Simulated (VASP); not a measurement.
KI: single point with PBEsol

The system is KI.

```
CELL_PARAMETERS angstrom
0.00000 3.50286 3.50286
3.50286 0.00000 3.50286
3.50286 3.50286 0.00000
ATOMIC_POSITIONS crystal
K 0.00000 0.00000 0.00000
I 0.50000 0.50000 0.50000
```

| Quantity | Value |
| --- | --- |
| Program | VASP 6.6.1 |
| Task | single point |
| Functional | PBEsol |
| Potentials or basis | VASP PAW PBE potentials, release 64 (K_sv, I) |
| Cutoff | 500 eV |
| k mesh | 7 × 7 × 7 |
| Occupations | fermi-dirac, width 0.02 eV |
| Spin | no spin polarisation |
| Dipole correction | no |
| Further INCAR settings | ALGO = Normal; EDIFF = 1e-06; NBANDS = 15 |

```json
{
 "Pressure": "0.1 GPa",
 "Band gap on the k mesh": "3.87 eV"
}
```

Levels at points of the mesh, in eV from the valence-band top:
| k point | band 5 | band 6 | band 7 | band 8 | band 9 | band 10 | band 11 | band 12 |
| --- | --- | --- | --- | --- | --- | --- | --- | --- |
| (0.00, 0.00, 0.00) | -10.58 | 0.00 | 0.00 | 0.00 | 3.87 | 6.41 | 6.41 | 6.41 |

It took 29 s on 1 thread of Intel Xeon 8259CL, with other jobs on the host, peak memory 0.21 GiB.

Caveat: the PAW data sets were made with another functional, which shifts forces and pressure a little; spin-orbit coupling is left out, which moves the levels of the heavy elements.
